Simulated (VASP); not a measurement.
Wanted: the native input for a VASP 6.6.1 run.

| Item | Value |
| --- | --- |
| Task | single point |
| Functional | r2SCAN |
| Potentials or basis | VASP PAW PBE potentials, release 64 (Cd_sv_GW, H, O) |
| Cutoff | 660 eV |
| k mesh | 6 × 6 × 4 |
| Occupations | gaussian, width 0.01 eV |
| Spin | no spin polarisation |
| Dipole correction | no |
| Further INCAR settings | ALGO = Normal; EDIFF = 1e-06; NBANDS = 25 |

CdH2O2:

```
Cd H O
1.0
     3.51553    0.00000    0.00000
    -1.75776    3.04454    0.00000
     0.00000    0.00000    4.64298
Cd H O
1 2 2
Direct
  0.00000 0.00000 0.00000
  0.66667 0.33333 0.55096
  0.33333 0.66667 0.44904
  0.66667 0.33333 0.75937
  0.33333 0.66667 0.24063
```

The input as run:

POSCAR

```
CdH2O2
1.0
    3.5155260000      0.0000000000      0.0000000000
   -1.7577630000      3.0445350000      0.0000000000
    0.0000000000      0.0000000000      4.6429790000
Cd H O
1 2 2
Direct
    0.0000000000      0.0000000000      0.0000000000
    0.6666666667      0.3333333333      0.5509610000
    0.3333333333      0.6666666667      0.4490390000
    0.6666666667      0.3333333333      0.7593720000
    0.3333333333      0.6666666667      0.2406280000
```

INCAR.step1

```
SYSTEM = CdH2O2
PREC = Accurate ; ENCUT = 660
ISMEAR = 0 ; SIGMA = 0.01
LREAL = .False. ; LASPH = .True.
NELM = 120 ; NBANDS = 25
GGA = PE ; ALGO = Normal
EDIFF = 1E-5 ; LWAVE = .True.
LCHARG = .False. ; GGA_COMPAT = .False.
```

INCAR.step2

```
SYSTEM = CdH2O2
PREC = Accurate ; ENCUT = 660
EDIFF = 1E-6 ; ISMEAR = 0
SIGMA = 0.01 ; LREAL = .False.
LASPH = .True. ; NELM = 120
ALGO = Normal ; ISIF = 2
LWAVE = .False. ; LCHARG = .False.
METAGGA = R2SCAN ; LMIXTAU = .True.
NBANDS = 25 ; ISTART = 1
GGA_COMPAT = .False.
```

KPOINTS

```
Automatic mesh
0
Gamma
  6 6 4
  0 0 0
```

Potentials or basis: VASP PAW PBE potentials, release 64 (Cd_sv_GW, H, O).

Command:

```sh
$ cat potpaw_PBE.64/Cd_sv_GW/POTCAR potpaw_PBE.64/H/POTCAR potpaw_PBE.64/O/POTCAR > POTCAR
$ cp INCAR.step1 INCAR
$ mpirun -np 1 vasp_std > vasp.out
$ cp INCAR.step2 INCAR
$ mpirun -np 1 vasp_std > vasp.out
```

Results of the run:

```
Pressure               : -0.9 GPa
Largest force          : 0.101 eV/Å
Band gap on the k mesh : 2.27 eV (least direct gap 2.62 eV)
```

Caveat: the PAW data sets were made with another functional, which shifts forces and pressure a little.

Wall time 92 s on 1 thread of AMD EPYC 9R45 96-Core Processor (Zen 5), with other jobs on the host, peak memory 0.2 GiB.
